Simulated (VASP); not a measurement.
Write the native input for VASP 6.6.1 that does the following.

- Task: relaxation of cell and atoms
- Functional: PBE
- Potentials or basis: VASP PAW PBE potentials, release 64 (Sb, Se)
- Cutoff: 600 eV
- k mesh: 8 × 8 × 5
- Occupations: fermi-dirac, width 0.03 eV
- Spin: no spin polarisation
- Dipole correction: no
- Further INCAR settings: ALGO = Normal; EDIFF = 1e-06; IBRION = 2; EDIFFG = -0.005; NSW = 100; ISIF = 3

The structure of Sb2Se3 (La2O3 type) lies in POSCAR:

```
Sb2Se3
1.0
    4.3561340963      0.0000000000      0.0000000000
   -2.1780670481      3.7725227897      0.0000000000
    0.0000000000      0.0000000000      6.7955691902
Sb Se
2 3
Direct
    0.3333333333      0.6666666667      0.2450000000
    0.6666666667      0.3333333333      0.7550000000
    0.0000000000      0.0000000000      0.0000000000
    0.3333333333      0.6666666667      0.6450000000
    0.6666666667      0.3333333333      0.3550000000
```

One way to write it, as run:

INCAR

```
ALGO = Normal
EDIFF = 1E-6
EDIFFG = -0.005
ENCUT = 600
GGA = PE
IBRION = 2
ISIF = 3
ISMEAR = -1
LASPH = True
LCHARG = False
LREAL = False
LWAVE = False
NELM = 60
NSW = 100
PREC = Accurate
SIGMA = 0.03
```

KPOINTS

```
k-points
0
Gamma
  8 8 5
```

Potentials or basis: VASP PAW PBE potentials, release 64 (Sb, Se).

Run with:

```sh
$ cat potpaw_PBE.64/Sb/POTCAR potpaw_PBE.64/Se/POTCAR > POTCAR
$ mpirun -np 1 vasp_std > vasp.out
```

It gave:

```
Relaxed volume                        : 29.96 Å³/atom
Relaxed cell                          : a = 4.070 Å, b = 4.070 Å, c = 10.445 Å, α = 90.00°, β = 90.00°, γ = 120.00°
Space group after relaxing (to 0.1 Å) : P-3m1 (No. 164)
Energy gained by relaxing             : 503.7 meV/atom
Ionic steps                           : 60
Pressure after relaxing               : 0.0 GPa
Largest force after relaxing          : 0.003 eV/Å
Band gap on the k mesh                : 0.42 eV
```

Caveat: the volume moved by over 15 % at a fixed basis, so the end points are rough; spin-orbit coupling is left out, which moves the levels of the heavy elements; an odd mesh through Γ misses points on the zone boundary, where band edges can lie; this functional lacks dispersion, which binds the layers, so the pressure and a relaxed spacing across them are unreliable.

It took 74 min on 1 thread of Intel Xeon 8259CL, on a shared host, peak memory 0.33 GiB.
